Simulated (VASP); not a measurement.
# LiH (zincblende type) (F-43m) in VASP: further runs, part 2 of 2

VASP 6.6.1. Earlier steps stand in the parts before.

## 4. Electric field gradients, LDA

This run uses another cell than the first one, of 10.06 Å³/atom.

Input file INCAR:

```
PREC = Accurate
ENCUT = 520
EDIFF = 1E-8
ISMEAR = 1
SIGMA = 0.005
LREAL = F
LASPH = T
NELM = 60
ALGO = Normal
ISIF = 2
LWAVE = F
LCHARG = F
GGA = CA
LEFG = T
NBANDS = 9
```

Input file KPOINTS:

```
regular mesh
0
Gamma
  13 13 13
```

Input file POSCAR:

```
LiH
1.0
    0.0000000000      2.1590569286      2.1590569286
    2.1590569286      0.0000000000      2.1590569286
    2.1590569286      2.1590569286      0.0000000000
Li H
1 1
Direct
    0.0000000000      0.0000000000      0.0000000000
    0.2500000000      0.2500000000      0.2500000000
```

Potentials or basis: VASP PAW LDA potentials, release 64 (Li_sv, H).

Run with:

```console
$ cat potpaw_LDA.64/Li_sv/POTCAR potpaw_LDA.64/H/POTCAR > POTCAR
$ mpirun -np 1 vasp_std > vasp.out
```

OUTCAR:

```text
PREC = Accurate
   ENCUT = 520
   EDIFF = 1E-8
   ISMEAR = 1
   LREAL = F
   LASPH = T
   NELM = 60
   ISIF = 2
   GGA = CA

 ion  position               nearest neighbor table
   1  0.000  0.000  0.000-
   2  0.250  0.250  0.250-

  LATTYP: Found a face centered cubic cell.
 ALAT       =     4.3181138572

  Lattice vectors:

 A1 = (   0.0000000000,   2.1590569286,   2.1590569286)
 A2 = (   2.1590569286,   0.0000000000,   2.1590569286)
 A3 = (   2.1590569286,   2.1590569286,   0.0000000000)
[... 497 lines left out ...]

  FREE ENERGIE OF THE ION-ELECTRON SYSTEM (eV)
  ---------------------------------------------------
  free  energy   TOTEN  =        -6.3332628184 eV

  energy  without entropy=       -6.3332628184  energy(sigma->0) =       -6.33326282

 Electric field gradients (V/A^2)
---------------------------------------------------------------------
 ion       V_xx      V_yy      V_zz      V_xy      V_xz      V_yz
---------------------------------------------------------------------
   1      -0.000    -0.000     0.000    -0.001    -0.001    -0.001
   2      -0.000     0.000     0.000     0.000     0.000     0.000
---------------------------------------------------------------------

 Electric field gradients after diagonalization (V/A^2)
 (convention: |V_zz| > |V_xx| > |V_yy|)
----------------------------------------------------------------------
 ion       V_xx      V_yy      V_zz     asymmetry (V_yy - V_xx)/ V_zz
----------------------------------------------------------------------
   1       0.001     0.001    -0.003       0.000
   2      -0.000    -0.000     0.001       0.000
----------------------------------------------------------------------

           NMR quadrupolar parameters

 Cq : quadrupolar parameter    Cq=e*Q*V_zz/h
 eta: asymmetry parameters     (V_yy - V_xx)/ V_zz
 Q  : nuclear electric quadrupole moment in mb (millibarn)
----------------------------------------------------------------------
 ion       Cq(MHz)       eta       Q (mb)
----------------------------------------------------------------------
   1      -0.000       0.000       1.000
   2       0.000       0.000       1.000
----------------------------------------------------------------------
```

Run time: 17 s. Hardware: 1 thread of Intel Xeon 8259CL, shared host; peak memory 0.13 GiB.

What came out:

| Property | Result |
| --- | --- |
| Free energy | -6.3333 eV |
| Band gap on the k mesh | 4.04 eV (least direct gap 5.00 eV) |
| Largest electric field gradient by atom | zero within the noise of the run |

Levels at points of the mesh, in eV from the valence-band top:
| k point | band 1 | band 2 | band 3 | band 4 | band 5 | band 6 | band 7 |
| --- | --- | --- | --- | --- | --- | --- | --- |
| (0.00, 0.00, 0.00) | -42.48 | -3.69 | 12.94 | 16.64 | 16.64 | 16.64 | 19.44 |

Caveat: the cutoff is under 1.25 times the usual one of these potentials, so pressure, stress and relaxed cells hold a basis-set (Pulay) error; an odd mesh through Γ misses points on the zone boundary, where band edges can lie.

## 5. Single point, PBE

This run uses another cell than the first one, of 9.87 Å³/atom.

Input file POSCAR:

```
LiH
1.0
    0.0000000000      2.1448521955      2.1448521955
    2.1448521955      0.0000000000      2.1448521955
    2.1448521955      2.1448521955      0.0000000000
Li H
1 1
Direct
    0.0000000000      0.0000000000      0.0000000000
    0.2500000000      0.2500000000      0.2500000000
```

Input file INCAR.step1:

```
PREC = Accurate
ENCUT = 520
EDIFF = 1E-6
ISMEAR = -1
SIGMA = 0.05
LREAL = F
LASPH = T
NELM = 80
ALGO = Normal
ISIF = 2
LWAVE = F
LCHARG = T
GGA = PE
NBANDS = 9
```

Input file KPOINTS.step1:

```
regular mesh
0
Gamma
  13 13 13
```

Input file INCAR.step2:

```
PREC = Accurate
ENCUT = 520
EDIFF = 1E-6
ISMEAR = -5
SIGMA = 0.05
LREAL = F
LASPH = T
NELM = 80
ALGO = Normal
ISIF = 2
LWAVE = F
LCHARG = F
GGA = PE
LORBIT = 10
NBANDS = 9
NEDOS = 2001
ICHARG = 11
```

Input file KPOINTS.step2:

```
regular mesh
0
Gamma
  20 20 20
```

Potentials or basis: VASP PAW PBE potentials, release 64 (Li_sv, H).

Run with:

```console
$ cat potpaw_PBE.64/Li_sv/POTCAR potpaw_PBE.64/H/POTCAR > POTCAR
$ cp INCAR.step1 INCAR
$ cp KPOINTS.step1 KPOINTS
$ mpirun -np 1 vasp_std > vasp.out
$ cp INCAR.step2 INCAR
$ cp KPOINTS.step2 KPOINTS
$ mpirun -np 1 vasp_std > vasp.out
```

It took 59 s on 1 thread of Intel Xeon 8259CL, shared host; peak memory 0.16 GiB.

Results (log left out):

```
Valence electrons inside the program's atomic spheres : Li 2.08; H 0.55
```

Levels at points of the mesh, in eV from the valence-band top:
```csv
k point,band 1,band 2,band 3,band 4,band 5
"(0.00, 0.00, 0.00)",-43.36,-3.70,13.06,17.26,17.26
"(0.50, 0.00, 0.00)",-43.34,-1.07,4.20,15.05,15.05
"(0.50, 0.50, 0.00)",-43.33,-0.35,7.18,9.95,10.73
```

Caveat: the cutoff is under 1.25 times the usual one of these potentials, so pressure, stress and relaxed cells hold a basis-set (Pulay) error.

## 6. Summary

| task | level | potentials or basis | cell | smearing | k mesh for the DOS | occupations for the DOS | gap on the mesh (eV) |
| --- | --- | --- | --- | --- | --- | --- | --- |
| electric field gradients | PBE | VASP PAW PBE potentials, release 64 (Li_sv, H) | a = 3.073 Å, angles 60.0°, 2 atoms | fermi-dirac 0.05 eV | - | - | 4.27 |
| electric field gradients | LDA | VASP PAW LDA potentials, release 64 (Li_sv, H) | a = 3.053 Å, angles 60.0°, 2 atoms | methfessel-paxton 0.005 eV | - | - | 4.04 |
| single point | PBE | VASP PAW PBE potentials, release 64 (Li_sv, H) | a = 3.033 Å, angles 60.0°, 2 atoms | fermi-dirac 0.05 eV | 20 × 20 × 20 | tetrahedron | - |

Alike in all rows: no spin polarisation; k mesh 13 × 13 × 13; cutoff (eV) 520.

Caveats: the cutoff is under 1.25 times the usual one of these potentials, so pressure, stress and relaxed cells hold a basis-set (Pulay) error; an odd mesh through Γ misses points on the zone boundary, where band edges can lie (at least some runs).

Total energies depend on the potentials used, so only differences within one code and one set of settings carry meaning.
